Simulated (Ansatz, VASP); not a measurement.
ZrSi3O8 in VASP and in Ansatz

```
CELL_PARAMETERS angstrom
3.76231 -3.83070 0.00941
3.76231 3.83070 0.00941
-0.01397 0.00000 7.60722
ATOMIC_POSITIONS crystal
Zr 0.77027 0.22973 0.00000
Si 0.22678 0.77322 0.50000
Si 0.72594 0.72508 0.26958
Si 0.27492 0.27406 0.73042
O 0.56513 0.28820 0.79111
O 0.21187 0.01054 0.63202
O 0.48998 0.79234 0.39443
O 0.71801 0.89181 0.08978
O 0.98946 0.78813 0.36798
O 0.20766 0.51002 0.60557
O 0.10819 0.28199 0.91022
O 0.71180 0.43487 0.20889
```

Alike in both runs: functional PBE; k mesh 4 × 4 × 4; occupations gaussian, width 0.02 eV; no spin polarisation.

Ansatz relaxed the structure, and its values are those at the end. VASP's run is a single point on that final structure, the one shown.

|  | VASP | Ansatz |
| --- | --- | --- |
| version | VASP 6.6.1 | Ansatz 0.2.0 |
| potentials or method | VASP PAW PBE potentials, release 64 (Zr_sv, Si, O), cutoff 520 eV | scalar-relativistic, plane waves, PAW |
| valence electrons in the cell | 72 | 72 |

|  | VASP | Ansatz | Ansatz less VASP |
| --- | --- | --- | --- |
| gap on the k mesh at the Fermi level (eV) | 5.19 | 5.19 | 0.000 |
| least direct gap on the mesh (eV) | 5.19 | 5.19 | 0.000 |
| pressure (GPa) | 0.1 | 0.0 | -0.13 |
| rms of the force components (eV/Å) | 0.013 | 0.003 | -0.0095 |
